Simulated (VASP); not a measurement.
A run of VASP 6.6.1 is set up as follows.

Contents of INCAR:

```
PREC = Accurate
ENCUT = 400
EDIFF = 1E-6
ISMEAR = 0
SIGMA = 0.04
LREAL = False
LASPH = True
NELM = 120
ALGO = Normal
ISIF = 2
LWAVE = False
LCHARG = True
LDIPOL = True
IDIPOL = 3
DIPOL = 0.5 0.5 0.653
GGA = PS
IVDW = 13
LELF = True
LVHAR = True
LVACPOTAV = True
NBANDS = 24
GGA_COMPAT = False
NELMDL = -8
```

Contents of KPOINTS:

```
regular mesh
0
Gamma
  6 6 1
```

Contents of POSCAR:

```
Sb
1.0
    6.9415999485      0.0000000000      0.0000000000
   -3.4707999743      6.0116018983      0.0000000000
    0.0000000000      0.0000000000     23.4900000000
Sb
6
Direct
    0.5000000000      0.3333330000      0.6182891645
    0.1567912596      0.6588214970      0.6180339295
    0.8240853147      0.9891118382      0.6179023488
    0.1627339294     -0.0031083071      0.6872971332
    0.8277622571      0.3238083232      0.6885350189
    0.4902700563      0.6604542200      0.6887408544
```

Potentials or basis: VASP PAW PBE potentials, release 64 (Sb).

Command:

```console
$ cat potpaw_PBE.64/Sb/POTCAR > POTCAR
$ mpirun -np 1 vasp_std > vasp.out
```

Q: Predict the dispersion energy per atom.

A: -0.135 eV.

Q: Predict the band gap on the k mesh.

A: 1.04 eV.

Q: Predict the ionisation potential of the upper face.

A: 4.70 eV.

Forces in eV/Å, atoms in the order of the input:
```
Sb  -0.050 -0.078 -0.118
Sb   0.076  0.002 -0.110
Sb  -0.027  0.074 -0.106
Sb  -0.005 -0.021  0.125
Sb  -0.015  0.016  0.106
Sb   0.021  0.007  0.103
```

Caveat: the PAW data sets were made with another functional, which shifts forces and pressure a little; spin-orbit coupling is left out, which moves the levels of the heavy elements.
